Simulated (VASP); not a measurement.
A run of VASP 6.6.1 is set up as follows.

File POSCAR:

```
LiH
1.0
    0.0000000000      2.0029948411      2.0029948411
    2.0029948411      0.0000000000      2.0029948411
    2.0029948411      2.0029948411      0.0000000000
Li H
1 1
Direct
    0.0000000000      0.0000000000      0.0000000000
    0.5000000000      0.5000000000      0.5000000000
```

The input INCAR.step1:

```
ALGO = Normal
EDIFF = 1E-5
ENCUT = 830
GGA = PE
GGA_COMPAT = F
ISMEAR = 0
LASPH = T
LCHARG = F
LREAL = F
LWAVE = T
NBANDS = 9
NELM = 120
PREC = Accurate
SIGMA = 0.01
```

Contents of INCAR.step2:

```
ALGO = Normal
EDIFF = 1E-6
ENCUT = 830
GGA_COMPAT = F
ISIF = 2
ISMEAR = 0
ISTART = 1
LASPH = T
LCHARG = T
LELF = T
LMIXTAU = T
LREAL = F
LVHAR = T
LWAVE = F
METAGGA = R2SCAN
NBANDS = 9
NELM = 120
PREC = Accurate
SIGMA = 0.01
```

Contents of KPOINTS:

```
k-points
0
Gamma
  8 8 8
```

Potentials or basis: VASP PAW PBE potentials, release 64 (Li_sv, H).

Command:

```sh
$ cat potpaw_PBE.64/Li_sv/POTCAR potpaw_PBE.64/H/POTCAR > POTCAR
$ cp INCAR.step1 INCAR
$ mpirun -np 1 vasp_std > vasp.out
$ cp INCAR.step2 INCAR
$ mpirun -np 1 vasp_std > vasp.out
```

Q: Estimate the pressure.

A: 0.0 GPa.

Q: What does it give for the band gap on the k mesh?

A: 3.58 eV.

Caveat: the PAW data sets were made with another functional, which shifts forces and pressure a little. A k mesh can miss the band edges.
